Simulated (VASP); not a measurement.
# Si (Pm-3m) in VASP: further runs, part 2 of 2

VASP 6.6.1. Earlier steps stand in the parts before.

## 3. Single point, PBE

This run uses another cell than the first one, of 17.57 Å³/atom, 1.405 times its volume.

The input, INCAR:

```
PREC = Accurate
ENCUT = 520
EDIFF = 1E-7
ISMEAR = 0
SIGMA = 0.1
LREAL = False
LASPH = True
NELM = 100
ALGO = Normal
ISIF = 2
LWAVE = False
LCHARG = False
GGA = PE
NBANDS = 23
```

The input, KPOINTS:

```
regular mesh
0
Gamma
  4 4 4
```

The input, POSCAR:

```
Si
1.0
    4.9730300593      0.0000000000      0.0000000000
    0.0000000000      4.9730300593      0.0000000000
    0.0000000000      0.0000000000      4.9730300593
Si
7
Direct
    0.5000000000      0.5000000000      0.0000000000
    0.0000000000      0.5000000000      0.5000000000
    0.5000000000      0.0000000000      0.5000000000
    0.5000000000      0.5000000000      0.5000000000
    0.5000000000      0.0000000000      0.0000000000
    0.0000000000      0.5000000000      0.0000000000
    0.0000000000      0.0000000000      0.5000000000
```

Potentials or basis: VASP PAW PBE potentials, release 64 (Si).

Launch:

```bash
> cat potpaw_PBE.64/Si/POTCAR > POTCAR
> mpirun -np 1 vasp_std > vasp.out
```

OUTCAR:

```text
PREC = Accurate
   ENCUT = 520
   EDIFF = 1E-7
   ISMEAR = 0
   LREAL = False
   LASPH = True
   NELM = 100
   ISIF = 2
   GGA = PE

 ion  position               nearest neighbor table
   1  0.500  0.500  0.000-   4 2.49   5 2.49   6 2.49   4 2.49   5 2.49   6 2.49
   2  0.000  0.500  0.500-   4 2.49   6 2.49   7 2.49   6 2.49   7 2.49   4 2.49
   3  0.500  0.000  0.500-   4 2.49   5 2.49   7 2.49   5 2.49   4 2.49   7 2.49
   4  0.500  0.500  0.500-   1 2.49   2 2.49   3 2.49   1 2.49   3 2.49   2 2.49
   5  0.500  0.000  0.000-   1 2.49   3 2.49   3 2.49   1 2.49
   6  0.000  0.500  0.000-   1 2.49   2 2.49   2 2.49   1 2.49
   7  0.000  0.000  0.500-   2 2.49   3 2.49   2 2.49   3 2.49

  LATTYP: Found a simple cubic cell.
 ALAT       =     4.9730300593

  Lattice vectors:

 A1 = (   4.9730300593,   0.0000000000,   0.0000000000)
 A2 = (   0.0000000000,   4.9730300593,   0.0000000000)
 A3 = (   0.0000000000,   0.0000000000,   4.9730300593)

Analysis of symmetry for initial positions (statically):
=====================================================================
 Subroutine PRICEL returns:
 Original cell was already a primitive cell.

 Routine SETGRP: Setting up the symmetry group for a
 simple cubic supercell.

 Subroutine GETGRP returns: Found 48 space group operations
 (whereof 48 operations were pure point group operations)
 out of a pool of 48 trial point group operations.

The static configuration has the point symmetry O_h .

Analysis of symmetry for dynamics (positions and initial velocities):
=====================================================================
 Subroutine PRICEL returns:
 Original cell was already a primitive cell.

 Routine SETGRP: Setting up the symmetry group for a
 simple cubic supercell.

 Subroutine GETGRP returns: Found 48 space group operations
 (whereof 48 operations were pure point group operations)
 out of a pool of 48 trial point group operations.

The dynamic configuration has the point symmetry O_h .

 Subroutine INISYM returns: Found 48 space group operations
 (whereof 48 operations are pure point group operations),
 and found     1 'primitive' translations

----------------------------------------------------------------------------------------

                                     Primitive cell

  volume of cell :     122.9881

  direct lattice vectors                    reciprocal lattice vectors
     4.973030059  0.000000000  0.000000000     0.201084648  0.000000000  0.000000000
     0.000000000  4.973030059  0.000000000     0.000000000  0.201084648  0.000000000
     0.000000000  0.000000000  4.973030059     0.000000000  0.000000000  0.201084648

  length of vectors
     4.973030059  4.973030059  4.973030059     0.201084648  0.201084648  0.201084648

  position of ions in fractional coordinates (direct lattice)
     0.500000000  0.500000000  0.000000000
     0.000000000  0.500000000  0.500000000
     0.500000000  0.000000000  0.500000000
     0.500000000  0.500000000  0.500000000
     0.500000000  0.000000000  0.000000000
     0.000000000  0.500000000  0.000000000
     0.000000000  0.000000000  0.500000000

  ion indices of the primitive-cell ions
   primitive index   ion index
                 1           1
                 2           2
                 3           3
[... 37 lines left out ...]
  0.500000  0.250000  0.000000     12.000000
  0.500000  0.500000  0.000000      3.000000
  0.250000  0.250000  0.250000      8.000000
  0.500000  0.250000  0.250000     12.000000
  0.500000  0.500000  0.250000      6.000000
  0.500000  0.500000  0.500000      1.000000
   k-points           NKPTS =     10   k-points in BZ     NKDIM =     10   number of bands    NBANDS=     23
   number of dos      NEDOS =    301   number of ions     NIONS =      7
   total plane-waves  NPLWV =  64000
   dimension x,y,z NGX =    40 NGY =   40 NGZ =   40
   dimension x,y,z NGXF=    80 NGYF=   80 NGZF=   80
   ions per type =               7
   NGX,Y,Z   is equivalent  to a cutoff of  13.37, 13.37, 13.37 a.u.
   NGXF,Y,Z  is equivalent  to a cutoff of  26.74, 26.74, 26.74 a.u.
 SYSTEM =  unknown system
   PREC   = accura    normal or accurate (medium, high low for compatibility)
   ISTART =      0    job   : 0-new  1-cont  2-samecut
   ICHARG =      2    charge: 1-file 2-atom 10-const
   ISPIN  =      1    spin polarized calculation?
   LNONCOLLINEAR =      F non collinear calculations
   LSORBIT =      F    spin-orbit coupling
   LASPH  =      T    aspherical Exc in radial PAW
   ENCUT  =  520.0 eV  38.22 Ry    6.18 a.u.   9.25  9.25  9.25*2*pi/ulx,y,z
   NELM   =    100;   NELMIN=  2; NELMDL= -5     # of ELM steps
   EDIFF  = 0.1E-06   stopping-criterion for ELM
   LREAL  =      F    real-space projection
   EDIFFG = 0.1E-05   stopping-criterion for IOM
   NSW    =      0    number of steps for IOM
   IBRION =     -1    ionic relax: 0-MD 1-quasi-New 2-CG
   NFREE  =      0    steps in history (QN), initial steepest desc. (CG)
   ISIF   =      2    stress and relaxation
   ISYM   =      2    0-nonsym 1-usesym 2-fastsym
   POTIM  = 0.5000    time-step for ionic-motion
   TEBEG  =    0.0;   TEEND  =   0.0 temperature during run
   PSTRESS=    0.0 pullay stress
   NELECT =      28.0000    total number of electrons
   NUPDOWN=      -1.0000    fix difference up-down
   EMIN   =  10.00;   EMAX   =-10.00  energy-range for DOS
   EFERMI =   0.00;   METHOD = LEGACY
   ISMEAR =     0;   SIGMA  =   0.10  broadening in eV -4-tet -1-fermi 0-gaus
   EFERMI_NEDOS =   21; number of points for ismear=-14 and -15
   IALGO  =     38    algorithm
   IMIX   =      4    mixing-type and parameters
     AMIX     =   0.40;   BMIX     =  1.00
     AMIX_MAG =   1.60;   BMIX_MAG =  1.00
  volume/ion in A,a.u.               =      17.57       118.57
  Fermi-wavevector in a.u.,A,eV,Ry     =   0.999631  1.889029 13.595789  0.999262
  Thomas-Fermi vector in A             =   2.131934
   LORBIT       =      0    0 simple, 1 ext, 2 COOP (PROOUT), +10 PAW based schemes
   GGA     = PE    functional components
   LHFCALC =     F    Hartree Fock is set to
   AEXX    =    0.0000 exact exchange contribution
   IVDW    =     0    specifies the selected vdW correction
   LEPSILON=     F    determine dielectric tensor
   LRPA    =     F    only Hartree local field effects (RPA)
 non-spin polarized calculation
 Gauss-broadening in eV      SIGMA  =   0.10
  energy-cutoff  :      520.00
  volume of cell :      122.99
 maximum number of plane-waves:      3362
 NGX is ok and might be reduce to    40
   NGX = 19   NGY = 19   NGZ = 19

 number of electron      28.0000003 magnetization

 Free energy of the ion-electron system (eV)
  ---------------------------------------------------
  ext. energy  EPLUGINS =         0.00000000
  ---------------------------------------------------
  free energy    TOTEN  =       -34.01842902 eV

  energy without entropy =      -33.97250694  energy(sigma->0) =      -33.99546798

 E-fermi :   7.4240     XC(G=0): -10.2133

 val. band max:        7.4093469703   @ k =   0.2500   0.0000   0.0000
 cond. band min:       7.4346876536   @ k =   0.2500   0.2500   0.0000
 fundamental gap:      0.0253406832
 Fermi energy:         7.4239543510

 k-point     1 :       0.0000    0.0000    0.0000
  band No.  band energies     occupation
      1      -5.6630      2.00000
      2      -1.1955      2.00000
      3      -1.1955      2.00000
      4       0.5509      2.00000
      5       1.0917      2.00000
      6       1.0917      2.00000
[... 249 lines left out ...]
     22      11.2151      0.00000
     23      11.2151      0.00000

------------------------ aborting loop because EDIFF is reached ----------------------------------------

  FORCE on cell =-STRESS in cart. coord.  units (eV):
  Direction    XX          YY          ZZ          XY          YZ          ZX
  --------------------------------------------------------------------------------------
  -------------------------------------------------------------------------------------
  Total        0.2616418      0.2616418      0.2616418      0.0000000      0.0000000     -0.0000000
  in kB        3.4084307      3.4084307      3.4084307      0.0000000      0.0000000     -0.0000000
  external PRESSURE =       3.4084307 kB  Pullay stress =       0.0000000 kB

 VOLUME and BASIS-vectors are now :
 -----------------------------------------------------------------------------
  energy-cutoff  :      520.00
  volume of cell :      122.99
      direct lattice vectors                 reciprocal lattice vectors
     4.973030059  0.000000000  0.000000000     0.201084648  0.000000000  0.000000000
     0.000000000  4.973030059  0.000000000     0.000000000  0.201084648  0.000000000
     0.000000000  0.000000000  4.973030059     0.000000000  0.000000000  0.201084648

 POSITION                                       TOTAL-FORCE (eV/Angst)
 -----------------------------------------------------------------------------------
      2.48652      2.48652      0.00000         0.000000      0.000000      0.000000
      0.00000      2.48652      2.48652         0.000000      0.000000      0.000000
      2.48652      0.00000      2.48652         0.000000      0.000000      0.000000
      2.48652      2.48652      2.48652         0.000000      0.000000      0.000000
      2.48652      0.00000      0.00000         0.000000      0.000000      0.000000
      0.00000      2.48652      0.00000         0.000000      0.000000      0.000000
      0.00000      0.00000      2.48652         0.000000      0.000000      0.000000
 -----------------------------------------------------------------------------------
    total drift:                                0.000000     -0.000000      0.000000

  FREE ENERGIE OF THE ION-ELECTRON SYSTEM (eV)
  ---------------------------------------------------
  free  energy   TOTEN  =       -34.0184290182 eV

  energy  without entropy=      -33.9725069354  energy(sigma->0) =      -33.99546798
```

OSZICAR:

```text
N       E                     dE             d eps       ncg     rms          rms(c)
DAV:   1     0.530656187127E+02    0.53066E+02   -0.10941E+04   460   0.102E+03
DAV:   2    -0.303359219234E+02   -0.83402E+02   -0.78794E+02   582   0.148E+02
DAV:   3    -0.343216917156E+02   -0.39858E+01   -0.38787E+01   594   0.282E+01
DAV:   4    -0.343938451124E+02   -0.72153E-01   -0.71831E-01   567   0.432E+00
DAV:   5    -0.343951192997E+02   -0.12742E-02   -0.12737E-02   579   0.553E-01    0.745E+00
DAV:   6    -0.340530806087E+02    0.34204E+00   -0.12098E+00   547   0.300E+00    0.418E+00
DAV:   7    -0.340221567250E+02    0.30924E-01   -0.86002E-02   502   0.133E+00    0.185E+00
DAV:   8    -0.340187360553E+02    0.34207E-02   -0.23262E-02   572   0.631E-01    0.270E-01
DAV:   9    -0.340183718541E+02    0.36420E-03   -0.25909E-03   502   0.223E-01    0.140E-01
DAV:  10    -0.340184227551E+02   -0.50901E-04   -0.33342E-04   579   0.822E-02    0.640E-02
DAV:  11    -0.340184280942E+02   -0.53391E-05   -0.38752E-05   530   0.291E-02    0.144E-02
DAV:  12    -0.340184292926E+02   -0.11984E-05   -0.24044E-06   587   0.801E-03    0.409E-03
DAV:  13    -0.340184290674E+02    0.22527E-06   -0.64425E-07   537   0.315E-03    0.978E-04
DAV:  14    -0.340184290182E+02    0.49164E-07   -0.32543E-08   307   0.855E-04
   1 F= -.34018429E+02 E0= -.33995468E+02  d E =-.459221E-01
```

stdout:

```text
POSCAR found type information on POSCAR Si
 POSCAR found :  1 types and       7 ions
 scaLAPACK will be used
 LDA part: xc-table for (Slater+PW92), standard interpolation
 POSCAR, INCAR and KPOINTS ok, starting setup
 FFT: planning ... GRIDC
 FFT: planning ... GRID_SOFT
 FFT: planning ... GRID
 WAVECAR not read
 entering main loop
```

Wall time 50 s (1 thread of AMD EPYC 7R13, shared host); peak memory 0.2 GiB.

What came out:

```
Free energy            : -34.0184 eV
Pressure               : 0.3 GPa
Band gap on the k mesh : zero (band 14 reaches 8.39 eV, above the bottom of band 15 at 5.89 eV)
```

Levels at points of the mesh, in eV from the Fermi level:
```csv
k point,band 12,band 13,band 14,band 15,band 16,band 17
"(0.00, 0.00, 0.00)",-2.95,-1.53,-1.53,-1.53,0.78,1.86
"(0.50, 0.00, 0.00)",-1.73,-1.73,-0.42,0.07,0.86,0.86
"(0.50, 0.50, 0.00)",-0.90,-0.37,0.36,0.36,0.43,1.65
"(0.50, 0.50, 0.50)",0.92,0.92,0.96,0.96,0.96,0.99
```

## 4. Relaxation of cell and atoms, PBE

The input, INCAR:

```
SYSTEM = Si
ALGO = Normal
EDIFF = 1E-6
EDIFFG = -0.04
ENCUT = 600
GGA = PE
IBRION = 2
ISIF = 3
ISMEAR = 0
LASPH = .True.
LCHARG = .False.
LREAL = .False.
LWAVE = .False.
NELM = 60
NSW = 90
PREC = Accurate
SIGMA = 0.1
```

The input, KPOINTS:

```
k-points
0
Gamma
  4 4 4
  0 0 0
```

POSCAR, as its differences from that of step 3:

```diff
@@ -2,5 +2,5 @@
 1.0
-    4.9730300593      0.0000000000      0.0000000000
-    0.0000000000      4.9730300593      0.0000000000
-    0.0000000000      0.0000000000      4.9730300593
+    4.4400000000      0.0000000000      0.0000000000
+    0.0000000000      4.4400000000      0.0000000000
+    0.0000000000      0.0000000000      4.4400000000
 Si
```

Launch:

```bash
> cat potpaw_PBE.64/Si/POTCAR > POTCAR
> mpirun -np 1 vasp_std > vasp.out
```

It took 63 s on 1 thread of AMD EPYC 7R13, shared host; peak memory 0.17 GiB.

The run converged. Its results:

```
Free energy                            : -34.0157 eV
Relaxed volume                         : 17.67 Å³/atom
Relaxed cell                           : a = 4.983 Å, b = 4.983 Å, c = 4.983 Å, α = 90.00°, β = 90.00°, γ = 90.00°
Space group after relaxing (to 0.05 Å) : Pm-3m (No. 221)
Energy gained by relaxing              : 708.8 meV/atom
Ionic steps                            : 3
Pressure after relaxing                : -0.1 GPa
Band gap on the k mesh                 : zero (band 14 reaches 8.32 eV, above the bottom of band 15 at 5.83 eV)
```

The path:
```csv
step,energy change (eV),largest force (eV/Å),pressure (GPa),volume (Å³)
1,0.0000,0.0000,60.12,87.53
2,-3.1405,0.0000,-12.01,161.44
3,-4.9618,0.0000,-0.15,123.72
```

Final structure:
```
Si
1.0
     4.98294    0.00000    0.00000
     0.00000    4.98294    0.00000
     0.00000    0.00000    4.98294
Si
7
Cartesian
  2.4915 2.4915 0.0000
  0.0000 2.4915 2.4915
  2.4915 0.0000 2.4915
  2.4915 2.4915 2.4915
  2.4915 0.0000 0.0000
  0.0000 2.4915 0.0000
  0.0000 0.0000 2.4915
```

Levels at points of the mesh, in eV from the Fermi level:
```csv
k point,band 10,band 11,band 12,band 13,band 14,band 15,band 16,band 17,band 18
"(0.00, 0.00, 0.00)",-2.94,-2.94,-2.94,-1.52,-1.52,-1.52,0.75,1.88,1.88
"(0.50, 0.00, 0.00)",-4.42,-1.76,-1.72,-1.72,-0.42,0.06,0.87,0.87,1.52
"(0.50, 0.50, 0.00)",-4.04,-1.61,-0.89,-0.36,0.36,0.36,0.43,1.64,2.01
"(0.50, 0.50, 0.50)",0.78,0.92,0.92,0.92,0.96,0.96,0.96,0.99,0.99
```

Caveat: the volume moved by over 15 % at a fixed basis, so the end points are rough.

## 5. Single point, PBE

This run uses another cell than the first one, of 17.60 Å³/atom, 1.408 times its volume.

The input, INCAR:

```
SYSTEM = Si
ALGO = Normal
EDIFF = 1E-6
ENCUT = 520
GGA = PE
ISIF = 2
ISMEAR = 0
LASPH = .True.
LCHARG = .False.
LREAL = .False.
LWAVE = .False.
NBANDS = 23
NELM = 60
PREC = Accurate
SIGMA = 0.1
```

The input, KPOINTS:

```
k-points
0
Gamma
  8 8 8
  0 0 0
```

POSCAR, as its differences from that of step 4:

```diff
@@ -2,5 +2,5 @@
 1.0
-    4.4400000000      0.0000000000      0.0000000000
-    0.0000000000      4.4400000000      0.0000000000
-    0.0000000000      0.0000000000      4.4400000000
+    4.9758711857      0.0000000000      0.0000000000
+    0.0000000000      4.9758711857      0.0000000000
+    0.0000000000      0.0000000000      4.9758711857
 Si
```

Launch:

```bash
> cat potpaw_PBE.64/Si/POTCAR > POTCAR
> mpirun -np 1 vasp_std > vasp.out
```

Run time: 2 min. Hardware: 1 thread of AMD EPYC 7R13, shared host; peak memory 0.22 GiB.

The run converged. Its results:

```yaml
Free_energy: -34.3940 eV
Pressure: 0.0 GPa
Band_gap_on_the_k_mesh: zero (band 14 reaches 8.39 eV, above the bottom of band 15 at 5.84 eV)
```

Levels at points of the mesh, in eV from the Fermi level:
```
           k point  band 11  band 12  band 13  band 14  band 15  band 16  band 17  band 18
(0.00, 0.00, 0.00)    -2.88    -2.88    -1.40    -1.40    -1.40     0.86     1.97     1.97
(0.50, 0.00, 0.00)    -1.66    -1.59    -1.59    -0.31     0.19     0.86     0.86     1.52
(0.50, 0.50, 0.00)    -1.65    -0.91    -0.26     0.49     0.52     0.52     1.79     2.08
(0.50, 0.50, 0.50)     0.96     0.96     0.96     1.05     1.05     1.05     1.17     1.17
```

## 6. Relaxation of cell and atoms, PBE

This run uses another cell than the first one, of 17.57 Å³/atom, 1.405 times its volume.

The input, INCAR:

```
SYSTEM = Si
PREC = Accurate
ENCUT = 600
EDIFF = 1E-7
ISMEAR = 0
SIGMA = 0.1
LREAL = .False.
LASPH = .True.
NELM = 80
ALGO = Normal
ISIF = 3
LWAVE = .False.
LCHARG = .False.
GGA = PE
IBRION = 2
NSW = 100
EDIFFG = -0.01
```

The input, KPOINTS:

```
regular mesh
0
Gamma
  8 8 8
  0 0 0
```

POSCAR, as its differences from that of step 5:

```diff
@@ -2,5 +2,5 @@
 1.0
-    4.9758711857      0.0000000000      0.0000000000
-    0.0000000000      4.9758711857      0.0000000000
-    0.0000000000      0.0000000000      4.9758711857
+    4.9730300593      0.0000000000      0.0000000000
+    0.0000000000      4.9730300593      0.0000000000
+    0.0000000000      0.0000000000      4.9730300593
 Si
```

Potentials or basis: VASP PAW PBE potentials, release 64 (Si).

Launch:

```bash
> cat potpaw_PBE.64/Si/POTCAR > POTCAR
> mpirun -np 1 vasp_std > vasp.out
```

Wall time 3.3 min (1 thread of AMD EPYC 7R13, shared host); peak memory 0.24 GiB.

The run converged. Its results:

- Free energy: -34.3945 eV
- Relaxed volume: 17.61 Å³/atom
- Relaxed cell: a = 4.977 Å, b = 4.977 Å, c = 4.977 Å, α = 90.00°, β = 90.00°, γ = 90.00°
- Space group after relaxing (to 0.05 Å): Pm-3m (No. 221)
- Energy gained by relaxing: 0.0 meV/atom
- Ionic steps: 2
- Pressure after relaxing: -0.1 GPa
- Band gap on the k mesh: zero (band 14 reaches 8.38 eV, above the bottom of band 15 at 5.83 eV)

Final structure:
```xyz
7
Lattice="4.9771 0.0000 0.0000 0.0000 4.9771 0.0000 0.0000 0.0000 4.9771" Properties=species:S:1:pos:R:3 pbc="T T T"
Si    2.4886    2.4886    0.0000
Si    0.0000    2.4886    2.4886
Si    2.4886    0.0000    2.4886
Si    2.4886    2.4886    2.4886
Si    2.4886    0.0000    0.0000
Si    0.0000    2.4886    0.0000
Si    0.0000    0.0000    2.4886
```

Levels at points of the mesh, in eV from the Fermi level:
```
           k point  band 10  band 11  band 12  band 13  band 14  band 15  band 16  band 17  band 18
(0.00, 0.00, 0.00)    -2.88    -2.88    -2.88    -1.40    -1.40    -1.40     0.86     1.97     1.97
(0.50, 0.00, 0.00)    -4.37    -1.66    -1.59    -1.59    -0.31     0.19     0.86     0.86     1.52
(0.50, 0.50, 0.00)    -3.99    -1.65    -0.90    -0.26     0.49     0.52     0.52     1.79     2.08
(0.50, 0.50, 0.50)     0.96     0.96     0.96     0.96     1.05     1.05     1.05     1.17     1.17
```

## 7. The runs side by side

```tsv
task	cell	k mesh	cutoff (eV)	gap on the mesh (eV)	pressure (GPa)	relaxed volume (Å³/atom)
single point	a = 4.440 Å, 7 atoms	4 × 4 × 4	520	none	60.1	-
single point	a = 4.973 Å, 7 atoms	4 × 4 × 4	520	none	0.3	-
relaxation of cell and atoms	relaxed from a = 4.440 Å, 7 atoms	4 × 4 × 4	600	none	-0.1	17.67
single point	a = 4.976 Å, 7 atoms	8 × 8 × 8	520	none	0.0	-
relaxation of cell and atoms	relaxed from a = 4.973 Å, 7 atoms	8 × 8 × 8	600	none	-0.1	17.61
```

Alike in all rows: level PBE; potentials or basis VASP PAW PBE potentials, release 64 (Si); no spin polarisation; smearing gaussian 0.1 eV.

Caveats: the volume moved by over 15 % at a fixed basis, so the end points are rough (some runs).

Absolute energies hang on the potentials; compare differences alone.
